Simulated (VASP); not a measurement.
Set up this calculation in VASP 6.6.1, as the native input.

```
Task                   : single point
Functional             : PBEsol
Potentials or basis    : VASP PAW PBE potentials, release 64 (Al, Cu)
Cutoff                 : 520 eV
k mesh                 : 14 × 14 × 14
Occupations            : gaussian, width 0.15 eV
Spin                   : no spin polarisation
Dipole correction      : no
Further INCAR settings : ALGO = Fast; EDIFF = 1e-07; NBANDS = 26
```

The structure of AlCu3 lies in POSCAR:

```
AlCu3
1.0
    3.6318704096      0.0000000000      0.0000000000
    0.0000000000      3.6318704096      0.0000000000
    0.0000000000      0.0000000000      3.6318704096
Al Cu
1 3
Direct
    0.0000000000      0.0000000000     -0.0619515496
    0.5000000000      0.5000000000      0.0000000000
    0.5000000000      0.0000000000      0.5000000000
    0.0000000000      0.5000000000      0.5000000000
```

This cell differs from its parent crystal: atom 1 (Al) moved -0.225 Å along Cartesian [0 0 1].

One way to write it, as run:

INCAR

```
  PREC = Accurate
  ENCUT = 520
  EDIFF = 1E-7
  ISMEAR = 0
  SIGMA = 0.15
  LREAL = False
  LASPH = True
  NELM = 80
  ALGO = Fast
  ISIF = 2
  LWAVE = False
  LCHARG = False
  GGA = PS
  NBANDS = 26
```

KPOINTS

```
Automatic mesh
0
Gamma
  14 14 14
```

Potentials or basis: VASP PAW PBE potentials, release 64 (Al, Cu).

Command:

```bash
$ cat potpaw_PBE.64/Al/POTCAR potpaw_PBE.64/Cu/POTCAR > POTCAR
$ mpirun -np 1 vasp_std > vasp.out
```

Results of the run:

The pressure is 2.5 GPa and the largest force is 1.700 eV/Å. The band gap on the k mesh is zero (band 18 reaches 12.40 eV, above the bottom of band 19 at 6.79 eV).

Caveat: the cell differs from its parent crystal (atom 1 (Al) moved -0.225 Å along Cartesian [0 0 1]); the PAW data sets were made with another functional, which shifts forces and pressure a little.

It took 6.3 min on 1 thread of Intel(R) Xeon(R) Platinum 8259CL CPU @ 2.50GHz (Skylake/Cascade Lake), with other jobs on the host, peak memory 0.39 GiB.
